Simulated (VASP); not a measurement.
## CdS: electric field gradients with PBE

CdS:

```
Cd S
1.0
     4.14854    0.00000    0.00000
    -2.07427    3.59274    0.00000
     0.00000    0.00000    6.77142
Cd S
2 2
Direct
  0.33333 0.66667 0.00000
  0.66667 0.33333 0.50000
  0.33333 0.66667 0.38500
  0.66667 0.33333 0.88500
```

This cell differs from its parent crystal: volume scaled by 1.01.

```json
{
 "Program": "VASP 6.6.1",
 "Task": "electric field gradients",
 "Functional": "PBE",
 "Potentials or basis": "VASP PAW PBE potentials, release 64 (Cd, S)",
 "Cutoff": "520 eV",
 "k mesh": "7 × 7 × 4",
 "Occupations": "fermi-dirac, width 0.01 eV",
 "Spin": "no spin polarisation",
 "Dipole correction": "no",
 "Further INCAR settings": "ALGO = Normal; EDIFF = 1e-08; NBANDS = 26"
}
```

```
Pressure               : 2.2 GPa
Largest force          : 0.259 eV/Å
Band gap on the k mesh : 1.21 eV, direct
```

Forces in eV/Å, atoms in the order of the input:
```
Cd   0.000  0.000  0.259
Cd   0.000  0.000  0.259
S    0.000  0.000 -0.259
S    0.000  0.000 -0.259
```

Stress tensor (GPa, compression positive):
```
2.97 0.00 0.00
0.00 2.97 0.00
0.00 0.00 0.79
```

Levels at points of the mesh, in eV from the valence-band top:
| k point | band 16 | band 17 | band 18 | band 19 | band 20 | band 21 |
| --- | --- | --- | --- | --- | --- | --- |
| (0.00, 0.00, 0.00) | -0.04 | 0.00 | 0.00 | 1.21 | 2.71 | 6.49 |
| (0.00, 0.00, 0.50) | -0.35 | -0.35 | -0.35 | 2.80 | 2.80 | 6.13 |

Electric field gradients, principal values (V/Å²):
```csv
atom,least,middle,greatest (by size)
1 Cd,-17.432,-17.432,34.864
2 Cd,-17.432,-17.432,34.864
3 S,3.455,3.456,-6.911
4 S,3.455,3.456,-6.911
```

Run time: 69 s on 1 thread of AMD EPYC 7R43 64-Core Processor (Zen 3), on a shared host, peak memory 0.2 GiB.

Caveat: without QUAD_EFG the Cq values of the log hold for a quadrupole moment of 1 mb, not for the nuclei.
